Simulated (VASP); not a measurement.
# ZnCd3O (Pm-3m) in VASP: relaxation of cell and atoms with PBE

Aim: the relaxation of cell and atoms of ZnCd3O with PBE.

Program: VASP 6.6.1. These are calculated values, not measurements. Logs are shortened: lines on timing, memory, paths and dates and some standing lists are left out, and cuts for length are marked.

### Step 1. The cell of the first run

It takes space group Pm-3m (No. 221, cubic). Conventional cell: a = 4.818 Å, b = 4.818 Å, c = 4.818 Å, α = 90.00°, β = 90.00°, γ = 90.00°. Within 4.5 Å of Zn (site symmetry m-3m) lie 12 Cd at 3.41 Å and 8 O at 4.17 Å. Within 3.2 Å of Cd (site symmetry 4/mmm) lie 2 O at 2.41 Å. O (site symmetry m-3m) has 6 Cd at 2.41 Å within 3.2 Å.

The cell was generated, and may not be a known phase.

### Step 2. Relaxation of cell and atoms, PBE

Contents of INCAR:

```
PREC = Accurate
ENCUT = 700
EDIFF = 1E-7
ISMEAR = 0
SIGMA = 0.1
LREAL = False
LASPH = True
NELM = 120
ALGO = Normal
ISIF = 3
LWAVE = False
LCHARG = False
GGA = PE
IBRION = 2
NSW = 90
EDIFFG = -0.04
GGA_COMPAT = False
NELMIN = 4
```

Contents of KPOINTS:

```
Automatic mesh
0
Gamma
  4 4 4
```

Contents of POSCAR:

```
ZnCd3O
1.0
    4.8182729000      0.0000000000      0.0000000000
    0.0000000000      4.8182729000      0.0000000000
    0.0000000000      0.0000000000      4.8182729000
Zn Cd O
1 3 1
Direct
    0.5000000000      0.5000000000      0.5000000000
    0.5000000000      0.0000000000      0.0000000000
    0.0000000000      0.5000000000      0.0000000000
    0.0000000000      0.0000000000      0.5000000000
    0.0000000000      0.0000000000      0.0000000000
```

Potentials or basis: VASP PAW PBE potentials, release 64 (Zn, Cd_sv_GW, O).

The run is started by

```bash
> cat potpaw_PBE.64/Zn/POTCAR potpaw_PBE.64/Cd_sv_GW/POTCAR potpaw_PBE.64/O/POTCAR > POTCAR
> mpirun -np 1 vasp_std > vasp.out
```

OUTCAR:

```text
PREC = Accurate
   ENCUT = 700
   EDIFF = 1E-7
   ISMEAR = 0
   LREAL = False
   LASPH = True
   NELM = 120
   ISIF = 3
   GGA = PE
   IBRION = 2
   NSW = 90
   EDIFFG = -0.04
   NELMIN = 4

 ion  position               nearest neighbor table
   1  0.500  0.500  0.500-
   2  0.500  0.000  0.000-
   3  0.000  0.500  0.000-
   4  0.000  0.000  0.500-
   5  0.000  0.000  0.000-

  LATTYP: Found a simple cubic cell.
 ALAT       =     4.8182729000

  Lattice vectors:

 A1 = (   4.8182729000,   0.0000000000,   0.0000000000)
 A2 = (   0.0000000000,   4.8182729000,   0.0000000000)
 A3 = (   0.0000000000,   0.0000000000,   4.8182729000)

Analysis of symmetry for initial positions (statically):
=====================================================================
 Subroutine PRICEL returns:
 Original cell was already a primitive cell.

 Routine SETGRP: Setting up the symmetry group for a
 simple cubic supercell.

 Subroutine GETGRP returns: Found 48 space group operations
 (whereof 48 operations were pure point group operations)
 out of a pool of 48 trial point group operations.

The static configuration has the point symmetry O_h .

Analysis of symmetry for dynamics (positions and initial velocities):
=====================================================================
 Subroutine PRICEL returns:
 Original cell was already a primitive cell.

 Routine SETGRP: Setting up the symmetry group for a
 simple cubic supercell.

 Subroutine GETGRP returns: Found 48 space group operations
 (whereof 48 operations were pure point group operations)
 out of a pool of 48 trial point group operations.

The dynamic configuration has the point symmetry O_h .

 Subroutine INISYM returns: Found 48 space group operations
 (whereof 48 operations are pure point group operations),
 and found     1 'primitive' translations

----------------------------------------------------------------------------------------

                                     Primitive cell

  volume of cell :     111.8598

  direct lattice vectors                    reciprocal lattice vectors
     4.818272900  0.000000000  0.000000000     0.207543246  0.000000000  0.000000000
     0.000000000  4.818272900  0.000000000     0.000000000  0.207543246  0.000000000
     0.000000000  0.000000000  4.818272900     0.000000000  0.000000000  0.207543246

  length of vectors
     4.818272900  4.818272900  4.818272900     0.207543246  0.207543246  0.207543246

  position of ions in fractional coordinates (direct lattice)
     0.500000000  0.500000000  0.500000000
     0.500000000  0.000000000  0.000000000
     0.000000000  0.500000000  0.000000000
     0.000000000  0.000000000  0.500000000
     0.000000000  0.000000000  0.000000000

  ion indices of the primitive-cell ions
   primitive index   ion index
                 1           1
                 2           2
                 3           3
                 4           4
                 5           5

----------------------------------------------------------------------------------------

 KPOINTS: Automatic mesh

Automatic generation of k-mesh.
 Grid dimensions read from file:
 generate k-points for:    4    4    4

 Generating k-lattice:

  Cartesian coordinates                     Fractional coordinates (reciprocal lattice)
     0.051885812  0.000000000  0.000000000     0.250000000  0.000000000  0.000000000
     0.000000000  0.051885812  0.000000000     0.000000000  0.250000000  0.000000000
     0.000000000  0.000000000  0.051885812     0.000000000  0.000000000  0.250000000

  Length of vectors
     0.051885812  0.051885812  0.051885812

  Shift w.r.t. Gamma in fractional coordinates (k-lattice)
     0.000000000  0.000000000  0.000000000

 Subroutine IBZKPT returns following result:
 ===========================================

 Found     10 irreducible k-points:

 Following reciprocal coordinates:
            Coordinates               Weight
  0.000000  0.000000  0.000000      1.000000
  0.250000  0.000000  0.000000      6.000000
  0.500000  0.000000  0.000000      3.000000
  0.250000  0.250000  0.000000     12.000000
  0.500000  0.250000  0.000000     12.000000
  0.500000  0.500000  0.000000      3.000000
  0.250000  0.250000  0.250000      8.000000
  0.500000  0.250000  0.250000     12.000000
  0.500000  0.500000  0.250000      6.000000
  0.500000  0.500000  0.500000      1.000000
   k-points           NKPTS =     10   k-points in BZ     NKDIM =     10   number of bands    NBANDS=     46
   number of dos      NEDOS =    301   number of ions     NIONS =      5
   total plane-waves  NPLWV =  74088
   dimension x,y,z NGX =    42 NGY =   42 NGZ =   42
   dimension x,y,z NGXF=    84 NGYF=   84 NGZF=   84
   ions per type =               1   3   1
   NGX,Y,Z   is equivalent  to a cutoff of  14.49, 14.49, 14.49 a.u.
   NGXF,Y,Z  is equivalent  to a cutoff of  28.98, 28.98, 28.98 a.u.
 SYSTEM =  unknown system
   PREC   = accura    normal or accurate (medium, high low for compatibility)
   ISTART =      0    job   : 0-new  1-cont  2-samecut
   ICHARG =      2    charge: 1-file 2-atom 10-const
   ISPIN  =      1    spin polarized calculation?
   LNONCOLLINEAR =      F non collinear calculations
   LSORBIT =      F    spin-orbit coupling
   LASPH  =      T    aspherical Exc in radial PAW
   ENCUT  =  700.0 eV  51.45 Ry    7.17 a.u.  10.39 10.39 10.39*2*pi/ulx,y,z
   NELM   =    120;   NELMIN=  4; NELMDL= -5     # of ELM steps
   EDIFF  = 0.1E-06   stopping-criterion for ELM
   LREAL  =      F    real-space projection
   EDIFFG = -.4E-01   stopping-criterion for IOM
   NSW    =     90    number of steps for IOM
   IBRION =      2    ionic relax: 0-MD 1-quasi-New 2-CG
   NFREE  =      1    steps in history (QN), initial steepest desc. (CG)
   ISIF   =      3    stress and relaxation
   ISYM   =      2    0-nonsym 1-usesym 2-fastsym
   POTIM  = 0.5000    time-step for ionic-motion
   TEBEG  =    0.0;   TEEND  =   0.0 temperature during run
   PSTRESS=    0.0 pullay stress
   NELECT =      78.0000    total number of electrons
   NUPDOWN=      -1.0000    fix difference up-down
   EMIN   =  10.00;   EMAX   =-10.00  energy-range for DOS
   EFERMI =   0.00;   METHOD = LEGACY
   ISMEAR =     0;   SIGMA  =   0.10  broadening in eV -4-tet -1-fermi 0-gaus
   EFERMI_NEDOS =   21; number of points for ismear=-14 and -15
   IALGO  =     38    algorithm
   IMIX   =      4    mixing-type and parameters
     AMIX     =   0.40;   BMIX     =  1.00
     AMIX_MAG =   1.60;   BMIX_MAG =  1.00
  volume/ion in A,a.u.               =      22.37       150.97
  Fermi-wavevector in a.u.,A,eV,Ry     =   1.451716  2.743345 28.673994  2.107479
  Thomas-Fermi vector in A             =   2.569181
   LORBIT       =      0    0 simple, 1 ext, 2 COOP (PROOUT), +10 PAW based schemes
   GGA     = PE    functional components
   LHFCALC =     F    Hartree Fock is set to
   AEXX    =    0.0000 exact exchange contribution
   IVDW    =     0    specifies the selected vdW correction
   LEPSILON=     F    determine dielectric tensor
   LRPA    =     F    only Hartree local field effects (RPA)
 conjugate gradient relaxation of ions
 non-spin polarized calculation
 Gauss-broadening in eV      SIGMA  =   0.10
  energy-cutoff  :      700.00
  volume of cell :      111.86
 maximum number of plane-waves:      4729
 NGX is ok and might be reduce to    42
   NGX = 21   NGY = 21   NGZ = 21

--------------------------------------- Ionic step        1  -------------------------------------------

 number of electron      78.0000026 magnetization

 Free energy of the ion-electron system (eV)
  ---------------------------------------------------
  ext. energy  EPLUGINS =         0.00000000
  ---------------------------------------------------
  free energy    TOTEN  =        -8.65446405 eV

  energy without entropy =       -8.64411704  energy(sigma->0) =       -8.64929054

------------------------ aborting loop because EDIFF is reached ----------------------------------------

  FORCE on cell =-STRESS in cart. coord.  units (eV):
  Direction    XX          YY          ZZ          XY          YZ          ZX
  --------------------------------------------------------------------------------------
  -------------------------------------------------------------------------------------
  Total       -3.7901221     -3.7901221     -3.7901221     -0.0000000     -0.0000000      0.0000000
  in kB      -54.2862204    -54.2862204    -54.2862204     -0.0000000     -0.0000000      0.0000000
  external PRESSURE =     -54.2862204 kB  Pullay stress =       0.0000000 kB

 VOLUME and BASIS-vectors are now :
 -----------------------------------------------------------------------------
  energy-cutoff  :      700.00
  volume of cell :      111.86
      direct lattice vectors                 reciprocal lattice vectors
     4.818272900  0.000000000  0.000000000     0.207543246  0.000000000  0.000000000
     0.000000000  4.818272900  0.000000000     0.000000000  0.207543246  0.000000000
     0.000000000  0.000000000  4.818272900     0.000000000  0.000000000  0.207543246

 POSITION                                       TOTAL-FORCE (eV/Angst)
 -----------------------------------------------------------------------------------
      2.40914      2.40914      2.40914         0.000000      0.000000      0.000000
      2.40914      0.00000      0.00000         0.000000      0.000000      0.000000
      0.00000      2.40914      0.00000         0.000000      0.000000      0.000000
      0.00000      0.00000      2.40914         0.000000      0.000000      0.000000
      0.00000      0.00000      0.00000         0.000000      0.000000      0.000000
 -----------------------------------------------------------------------------------
    total drift:                                0.000000      0.000000     -0.000000

  FREE ENERGIE OF THE ION-ELECTRON SYSTEM (eV)
  ---------------------------------------------------
  free  energy   TOTEN  =        -8.6544640464 eV
[... 26 lines left out ...]
 POSITION                                       TOTAL-FORCE (eV/Angst)
 -----------------------------------------------------------------------------------
      2.32104      2.32104      2.32104        -0.000000     -0.000000      0.000000
      2.32104     -0.00000      0.00000         0.000000      0.000000      0.000000
     -0.00000      2.32104      0.00000        -0.000000      0.000000      0.000000
     -0.00000     -0.00000      2.32104        -0.000000     -0.000000      0.000000
      0.00000      0.00000      0.00000         0.000000      0.000000      0.000000
 -----------------------------------------------------------------------------------
    total drift:                                0.000000      0.000000     -0.000000

  FREE ENERGIE OF THE ION-ELECTRON SYSTEM (eV)
  ---------------------------------------------------
  free  energy   TOTEN  =        -8.9016669579 eV

  energy  without entropy=       -8.8913200327  energy(sigma->0) =       -8.89649350

--------------------------------------- Ionic step        3  -------------------------------------------

 number of electron      78.0000047 magnetization

 Free energy of the ion-electron system (eV)
  ---------------------------------------------------
  ext. energy  EPLUGINS =         0.00000000
  ---------------------------------------------------
  free energy    TOTEN  =        -8.90412825 eV

  energy without entropy =       -8.89378130  energy(sigma->0) =       -8.89895478

 E-fermi :   4.5916     XC(G=0): -10.6796

 val. band max:        4.2401985778   @ k =   0.5000   0.5000   0.2500
 cond. band min:       4.6065032170   @ k =   0.5000   0.2500   0.0000
 fundamental gap:      0.3663046392
 Fermi energy:         4.5916237129

 k-point     1 :       0.0000    0.0000    0.0000
  band No.  band energies     occupation
      1     -98.1947      2.00000
      2     -98.1933      2.00000
      3     -98.1933      2.00000
      4     -59.2842      2.00000
      5     -59.2842      2.00000
      6     -59.2842      2.00000
[... 492 lines left out ...]
 VOLUME and BASIS-vectors are now :
 -----------------------------------------------------------------------------
  energy-cutoff  :      700.00
  volume of cell :       98.92
      direct lattice vectors                 reciprocal lattice vectors
     4.624821311 -0.000000000  0.000000000     0.216224570  0.000000000  0.000000000
    -0.000000000  4.624821311  0.000000000     0.000000000  0.216224570  0.000000000
    -0.000000000 -0.000000000  4.624821311    -0.000000000 -0.000000000  0.216224570

 POSITION                                       TOTAL-FORCE (eV/Angst)
 -----------------------------------------------------------------------------------
      2.31241      2.31241      2.31241        -0.000000     -0.000000      0.000000
      2.31241     -0.00000      0.00000         0.000000      0.000000      0.000000
     -0.00000      2.31241      0.00000         0.000000      0.000000      0.000000
     -0.00000     -0.00000      2.31241        -0.000000     -0.000000      0.000000
      0.00000      0.00000      0.00000         0.000000      0.000000      0.000000
 -----------------------------------------------------------------------------------
    total drift:                                0.000000      0.000000     -0.000000

  FREE ENERGIE OF THE ION-ELECTRON SYSTEM (eV)
  ---------------------------------------------------
  free  energy   TOTEN  =        -8.9041282467 eV

  energy  without entropy=       -8.8937813043  energy(sigma->0) =       -8.89895478

 reached required accuracy - stopping structural energy minimisation
```

Wall time 2.9 min (1 thread of Intel Xeon 6975P-C (Granite Rapids), shared host); peak memory 0.32 GiB.

What came out:

```yaml
Free_energy: -8.9041 eV
Relaxed_volume: 19.78 Å³/atom
Relaxed_cell: a = 4.625 Å, b = 4.625 Å, c = 4.625 Å, α = 90.00°, β = 90.00°, γ = 90.00°
Space_group_after_relaxing_to_0.1_Å: Pm-3m (No. 221)
Energy_gained_by_relaxing: 49.9 meV/atom
Ionic_steps: 3
Pressure_after_relaxing: 0.0 GPa
Band_gap_on_the_k_mesh: zero (bands 39 and 40 overlap by 3.22 eV)
```

The path:
```csv
step,energy change (eV),largest force (eV/Å),pressure (GPa),volume (Å³)
1,0.0000,0.0000,-5.43,111.86
2,-0.2472,0.0000,-0.68,100.03
3,-0.2497,0.0000,-0.02,98.92
```

Final structure:
```
CELL_PARAMETERS angstrom
4.62482 0.00000 0.00000
0.00000 4.62482 0.00000
0.00000 0.00000 4.62482
ATOMIC_POSITIONS crystal
Zn 0.50000 0.50000 0.50000
Cd 0.50000 0.00000 0.00000
Cd 0.00000 0.50000 0.00000
Cd 0.00000 0.00000 0.50000
O 0.00000 0.00000 0.00000
```

The gap in the log of VASP goes by the Fermi energy; the results here count the filled bands.